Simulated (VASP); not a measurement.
Set up this calculation in VASP 6.6.1, as the native input.

```yaml
Task: relaxation of cell and atoms
Functional: PBEsol
Potentials_or_basis: VASP PAW PBE potentials, release 64 (Ti_sv)
Cutoff: 600 eV
k_mesh: 18 × 18 × 18
Occupations: gaussian, width 0.1 eV
Spin: no spin polarisation
Dipole_correction: no
Further_INCAR_settings: ALGO = Fast; EDIFF = 1e-07; IBRION = 2; EDIFFG = -0.005; NSW = 100; ISIF = 3
```

The structure of Ti lies in POSCAR:

```
Ti
1.0
   -1.6300483685      1.6300483685      1.6300483685
    1.6300483685     -1.6300483685      1.6300483685
    1.6300483685      1.6300483685     -1.6300483685
Ti
1
Direct
    0.0000000000      0.0000000000      0.0000000000
```

One way to write it, as run:

INCAR

```
PREC = Accurate
ENCUT = 600
EDIFF = 1E-7
ISMEAR = 0
SIGMA = 0.1
LREAL = F
LASPH = T
NELM = 80
ALGO = Fast
ISIF = 3
LWAVE = F
LCHARG = F
GGA = PS
IBRION = 2
NSW = 100
EDIFFG = -0.005
```

KPOINTS

```
Automatic mesh
0
Gamma
  18 18 18
```

Potentials or basis: VASP PAW PBE potentials, release 64 (Ti_sv).

The run is started by

```console
$ cat potpaw_PBE.64/Ti_sv/POTCAR > POTCAR
$ mpirun -np 1 vasp_std > vasp.out
```

Results of the run:

```json
{
 "Relaxed volume": "16.49 Å³/atom",
 "Relaxed cell": "a = 2.777 Å, b = 2.777 Å, c = 2.777 Å, α = 109.47°, β = 109.47°, γ = 109.47°",
 "Space group after relaxing (to 0.05 Å)": "Im-3m (No. 229)",
 "Energy gained by relaxing": "13.6 meV/atom",
 "Ionic steps": "7",
 "Pressure after relaxing": "0.0 GPa",
 "Band gap on the k mesh": "zero (band 6 reaches 9.53 eV, above the bottom of band 7 at 7.92 eV)"
}
```

Caveat: the PAW data sets were made with another functional, which shifts forces and pressure a little.

Wall time 7.4 min on 1 thread of Intel(R) Xeon(R) Platinum 8375C CPU @ 2.90GHz (Ice Lake) (shared host), peak memory 0.2 GiB.
